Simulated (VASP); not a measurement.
A run of VASP 6.6.1 is set up as follows.

The input INCAR:

```
  ALGO = Normal
  EDIFF = 1E-8
  ENCUT = 520
  GGA = PE
  ISIF = 2
  ISMEAR = 0
  LASPH = T
  LCHARG = F
  LEPSILON = T
  LREAL = F
  LWAVE = F
  NELM = 100
  PREC = Accurate
  SIGMA = 0.01
```

The input KPOINTS:

```
k-points
0
Gamma
  6 6 6
```

File POSCAR:

```
FeSi
1.0
    4.4030528965      0.0000000000      0.0000000000
    0.0000000000      4.4030528965      0.0000000000
    0.0000000000      0.0000000000      4.4030528965
Fe Si
4 4
Direct
    0.1366600333      0.1366600333      0.1366600333
    0.3633399667      0.8633399667      0.6366600333
    0.6366600333      0.3633399667      0.8633399667
    0.8633399667      0.6366600333      0.3633399667
    0.8411319742      0.8411319742      0.8411319742
    0.6588680258      0.1588680258      0.3411319742
    0.3411319742      0.6588680258      0.1588680258
    0.1588680258      0.3411319742      0.6588680258
```

Potentials or basis: VASP PAW PBE potentials, release 64 (Fe, Si).

Run with:

```sh
$ cat potpaw_PBE.64/Fe/POTCAR potpaw_PBE.64/Si/POTCAR > POTCAR
$ mpirun -np 1 vasp_std > vasp.out
```

(1) What does it give for the electronic dielectric tensor (diagonal)?

(2) What does it give for the Born charges (mean of the diagonal)?

(3) Estimate the band gap on the k mesh.

Answers

(1) 79.31.

(2) Fe -4.34; Si +4.34 e.

(3) 0.18 eV.

Caveat: the gap is small at this level, which inflates the dielectric constant.
